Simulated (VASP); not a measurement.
# CdSe (rocksalt type) (Fm-3m) in VASP: settings compared, part 2 of 2

VASP 6.6.1. The steps go on from the part before.

## (3) Single point, r2SCAN (volume scaled by 0.55, partial waves polarizable)

POSCAR

```
CdSe
1.0
    0.0000000000      2.3291214995      2.3291214995
    2.3291214995      0.0000000000      2.3291214995
    2.3291214995      2.3291214995      0.0000000000
Cd Se
1 1
Direct
    0.0000000000      0.0000000000      0.0000000000
    0.5000000000      0.5000000000      0.5000000000
```

INCAR.step1

```
SYSTEM = CdSe
PREC     = Accurate       ! precision mode
ENCUT    = 520            ! plane-wave cutoff, eV
ISMEAR   = -1             ! smearing method
SIGMA    = 0.05           ! smearing width, eV
LREAL    = .FALSE.        ! projectors in reciprocal space
LASPH    = .TRUE.         ! aspherical terms in the spheres
NELM     = 100            ! most SCF steps
NBANDS   = 16             ! bands
GGA      = PE             ! functional
ALGO     = Normal         ! electronic algorithm
EDIFF    = 1E-4           ! SCF threshold, eV
LWAVE    = .TRUE.         ! write WAVECAR
LCHARG   = .FALSE.        ! write CHGCAR
```

INCAR.step2

```
SYSTEM = CdSe
PREC     = Accurate       ! precision mode
ENCUT    = 520            ! plane-wave cutoff, eV
EDIFF    = 1E-7           ! SCF threshold, eV
ISMEAR   = -1             ! smearing method
SIGMA    = 0.05           ! smearing width, eV
LREAL    = .FALSE.        ! projectors in reciprocal space
LASPH    = .TRUE.         ! aspherical terms in the spheres
NELM     = 100            ! most SCF steps
ALGO     = Normal         ! electronic algorithm
ISIF     = 2              ! what is computed and relaxed
LWAVE    = .FALSE.        ! write WAVECAR
LCHARG   = .TRUE.         ! write CHGCAR
METAGGA  = R2SCAN         ! meta-GGA
LMIXTAU  = .TRUE.       
LELF     = .TRUE.         ! ELF
LVHAR    = .TRUE.       
NBANDS   = 16             ! bands
ISTART   = 1
```

KPOINTS

```
regular mesh
0
G
  12 12 12
  0 0 0
```

Potentials or basis: VASP PAW PBE potentials, release 64 (Cd, Se).

Started as:

```
$ cat potpaw_PBE.64/Cd/POTCAR potpaw_PBE.64/Se/POTCAR > POTCAR
$ cp INCAR.step1 INCAR
$ mpirun -np 1 vasp_std > vasp.out
$ cp INCAR.step2 INCAR
$ mpirun -np 1 vasp_std > vasp.out
```

It took 54 s on 1 thread of Intel Xeon Platinum 8488C (Sapphire Rapids), shared host; peak memory 0.16 GiB.

It converged, with:

```yaml
Free_energy: -29.2678 eV
Pressure: 174.4 GPa
Band_gap_on_the_k_mesh: zero (band 9 reaches 10.64 eV, above the bottom of band 10 at 9.93 eV)
```

Levels at points of the mesh, in eV from the Fermi level:
```
           k point  band 7  band 8  band 9  band 10  band 11  band 12
(0.00, 0.00, 0.00)   -2.62   -2.62   -2.62     4.83     8.85     9.17
(0.50, 0.00, 0.00)   -8.81    0.09    0.09     2.15     4.54     4.54
(0.50, 0.50, 0.00)   -8.15   -6.01   -6.01    -0.63     4.42    15.24
```

Caveat: the PAW data sets were made with another functional, which shifts forces and pressure a little.

## (4) Single point, r2SCAN+D3(BJ)

POSCAR is that of step 3.

INCAR.step1

```
SYSTEM = CdSe
ALGO     = Normal         ! electronic algorithm
EDIFF    = 1E-4           ! SCF threshold, eV
ENCUT    = 520            ! plane-wave cutoff, eV
GGA      = PE             ! functional
ISMEAR   = -1             ! smearing method
LASPH    = .True.         ! aspherical terms in the spheres
LCHARG   = .False.        ! write CHGCAR
LREAL    = .False.        ! projectors in reciprocal space
LWAVE    = .True.         ! write WAVECAR
NBANDS   = 16             ! bands
NELM     = 80             ! most SCF steps
PREC     = Accurate       ! precision mode
SIGMA    = 0.05           ! smearing width, eV
```

INCAR.step2

```
SYSTEM = CdSe
ALGO     = Normal         ! electronic algorithm
EDIFF    = 1E-6           ! SCF threshold, eV
ENCUT    = 520            ! plane-wave cutoff, eV
ISIF     = 2              ! what is computed and relaxed
ISMEAR   = -1             ! smearing method
ISTART   = 1            
IVDW     = 12             ! dispersion correction
LASPH    = .True.         ! aspherical terms in the spheres
LCHARG   = .False.        ! write CHGCAR
LMIXTAU  = .True.       
LREAL    = .False.        ! projectors in reciprocal space
LWAVE    = .False.        ! write WAVECAR
METAGGA  = R2SCAN         ! meta-GGA
NBANDS   = 16             ! bands
NELM     = 80             ! most SCF steps
PREC     = Accurate       ! precision mode
SIGMA    = 0.05           ! smearing width, eV
VDW_A1   = 0.49484001   
VDW_A2   = 5.73083694   
VDW_S6   = 1.0          
VDW_S8   = 0.78981345
```

KPOINTS

```
k-points
0
Gamma
  12 12 12
  0 0 0
```

Started as:

```
$ cat potpaw_PBE.64/Cd/POTCAR potpaw_PBE.64/Se/POTCAR > POTCAR
$ cp INCAR.step1 INCAR
$ mpirun -np 1 vasp_std > vasp.out
$ cp INCAR.step2 INCAR
$ mpirun -np 1 vasp_std > vasp.out
```

It took 46 s on 1 thread of Intel Xeon Platinum 8488C (Sapphire Rapids), shared host; peak memory 0.17 GiB.

The run converged. Its results:

* Free energy: -29.9573 eV
* Pressure: 169.9 GPa
* Band gap on the k mesh: zero (band 9 reaches 10.64 eV, above the bottom of band 10 at 9.93 eV)
* Dispersion energy per atom: -0.345 eV

Levels at points of the mesh, in eV from the Fermi level:
```csv
k point,band 5,band 6,band 7,band 8,band 9,band 10,band 11,band 12,band 13,band 14
"(0.00, 0.00, 0.00)",-11.75,-11.75,-2.62,-2.62,-2.62,4.83,8.85,9.17,9.17,9.17
"(0.50, 0.00, 0.00)",-11.02,-11.02,-8.81,0.09,0.09,2.15,4.54,4.54,11.55,14.91
"(0.50, 0.50, 0.00)",-10.76,-10.35,-8.15,-6.01,-6.01,-0.63,4.42,15.24,16.17,16.17
```

Caveat: three body term missing; the PAW data sets were made with another functional, which shifts forces and pressure a little; pairwise dispersion overbinds metals, which lowers pressure and volume.

## (5) Single point, r2SCAN (volume scaled by 0.64)

POSCAR

```
CdSe
1.0
    0.0000000000      2.4498034341      2.4498034341
    2.4498034341      0.0000000000      2.4498034341
    2.4498034341      2.4498034341      0.0000000000
Cd Se
1 1
Direct
    0.0000000000      0.0000000000      0.0000000000
    0.5000000000      0.5000000000      0.5000000000
```

INCAR.step1

```
PREC = Accurate ; ENCUT = 520
ISMEAR = -1 ; SIGMA = 0.05
LREAL = F ; LASPH = T
NELM = 60 ; NBANDS = 16
GGA = PE ; ALGO = Normal
EDIFF = 1E-4 ; LWAVE = T
LCHARG = F
```

INCAR.step2

```
PREC = Accurate ; ENCUT = 520
EDIFF = 1E-6 ; ISMEAR = -1
SIGMA = 0.05 ; LREAL = F
LASPH = T ; NELM = 60
ALGO = Normal ; ISIF = 2
LWAVE = F ; LCHARG = F
METAGGA = R2SCAN ; LMIXTAU = T
NBANDS = 16 ; ISTART = 1
```

KPOINTS

```
Automatic mesh
0
Gamma
  12 12 12
```

Started as:

```
$ cat potpaw_PBE.64/Cd/POTCAR potpaw_PBE.64/Se/POTCAR > POTCAR
$ cp INCAR.step1 INCAR
$ mpirun -np 1 vasp_std > vasp.out
$ cp INCAR.step2 INCAR
$ mpirun -np 1 vasp_std > vasp.out
```

Run time: 1.9 min. Hardware: 1 thread of Intel Xeon Platinum 8488C (Sapphire Rapids), shared host; peak memory 0.19 GiB.

The run converged. Its results:

| Quantity | Value |
| --- | --- |
| Free energy | -32.5800 eV |
| Pressure | 91.5 GPa |
| Band gap on the k mesh | zero (band 9 reaches 7.90 eV, above the bottom of band 10 at 7.45 eV) |

Levels at points of the mesh, in eV from the Fermi level:
```csv
k point,band 6,band 7,band 8,band 9,band 10,band 11,band 12,band 13
"(0.00, 0.00, 0.00)",-10.39,-2.00,-2.00,-2.00,3.48,9.21,9.21,9.21
"(0.50, 0.00, 0.00)",-9.87,-7.79,-0.02,-0.02,2.72,5.03,5.03,10.50
"(0.50, 0.50, 0.00)",-8.46,-7.82,-4.80,-4.80,-0.47,4.84,14.16,14.92
```

Caveat: the PAW data sets were made with another functional, which shifts forces and pressure a little.

## (6) Single point, r2SCAN (volume scaled by 0.72)

POSCAR

```
CdSe
1.0
    0.0000000000      2.5478982465      2.5478982465
    2.5478982465      0.0000000000      2.5478982465
    2.5478982465      2.5478982465      0.0000000000
Cd Se
1 1
Direct
    0.0000000000      0.0000000000      0.0000000000
    0.5000000000      0.5000000000      0.5000000000
```

INCAR.step1

```
SYSTEM = CdSe
PREC = Accurate ; ENCUT = 520
ISMEAR = -1 ; SIGMA = 0.05
LREAL = .FALSE. ; LASPH = .TRUE.
NELM = 60 ; NBANDS = 16
GGA = PE ; ALGO = Normal
EDIFF = 1E-4 ; LWAVE = .TRUE.
LCHARG = .FALSE.
```

INCAR.step2

```
SYSTEM = CdSe
PREC = Accurate ; ENCUT = 520
EDIFF = 1E-7 ; ISMEAR = -1
SIGMA = 0.05 ; LREAL = .FALSE.
LASPH = .TRUE. ; NELM = 60
ALGO = Normal ; ISIF = 2
LWAVE = .FALSE. ; LCHARG = .TRUE.
METAGGA = R2SCAN ; LMIXTAU = .TRUE.
LELF = .TRUE. ; LVHAR = .TRUE.
NBANDS = 16 ; ISTART = 1
```

KPOINTS

```
regular mesh
0
G
  12 12 12
  0 0 0
```

Potentials or basis: VASP PAW PBE potentials, release 64 (Cd, Se).

Started as:

```
$ cat potpaw_PBE.64/Cd/POTCAR potpaw_PBE.64/Se/POTCAR > POTCAR
$ cp INCAR.step1 INCAR
$ mpirun -np 1 vasp_std > vasp.out
$ cp INCAR.step2 INCAR
$ mpirun -np 1 vasp_std > vasp.out
```

It took 2.3 min on 1 thread of Intel Xeon Platinum 8488C (Sapphire Rapids), shared host; peak memory 0.19 GiB.

Results (log left out):

- Free energy: -34.1759 eV
- Pressure: 51.3 GPa
- Band gap on the k mesh: zero (band 9 reaches 6.08 eV, above the bottom of band 10 at 5.82 eV)

Levels at points of the mesh, in eV from the Fermi level:
| k point | band 6 | band 7 | band 8 | band 9 | band 10 | band 11 | band 12 | band 13 |
| --- | --- | --- | --- | --- | --- | --- | --- | --- |
| (0.00, 0.00, 0.00) | -9.59 | -1.59 | -1.59 | -1.59 | 2.58 | 9.21 | 9.21 | 9.21 |
| (0.50, 0.00, 0.00) | -9.21 | -7.08 | -0.09 | -0.09 | 3.03 | 5.32 | 5.32 | 9.51 |
| (0.50, 0.50, 0.00) | -7.66 | -7.18 | -3.99 | -3.99 | -0.35 | 5.12 | 13.25 | 13.94 |

Caveat: the PAW data sets were made with another functional, which shifts forces and pressure a little.

## (7) Overview

```tsv
level	cell	gap on the mesh (eV)	pressure (GPa)
r2SCAN	a = 3.294 Å, angles 60.0°, 2 atoms	none	174.4
r2SCAN+D3(BJ)	a = 3.294 Å, angles 60.0°, 2 atoms	none	169.9
r2SCAN	a = 3.465 Å, angles 60.0°, 2 atoms	none	91.5
r2SCAN	a = 3.603 Å, angles 60.0°, 2 atoms	none	51.3
```

Alike in all rows: task single point; potentials or basis VASP PAW PBE potentials, release 64 (Cd, Se); no spin polarisation; k mesh 12 × 12 × 12; cutoff (eV) 520; smearing fermi-dirac 0.05 eV.

Caveats: the PAW data sets were made with another functional, which shifts forces and pressure a little; three body term missing (some runs); pairwise dispersion overbinds metals, which lowers pressure and volume (some runs).

Absolute energies hang on the potentials; compare differences alone.
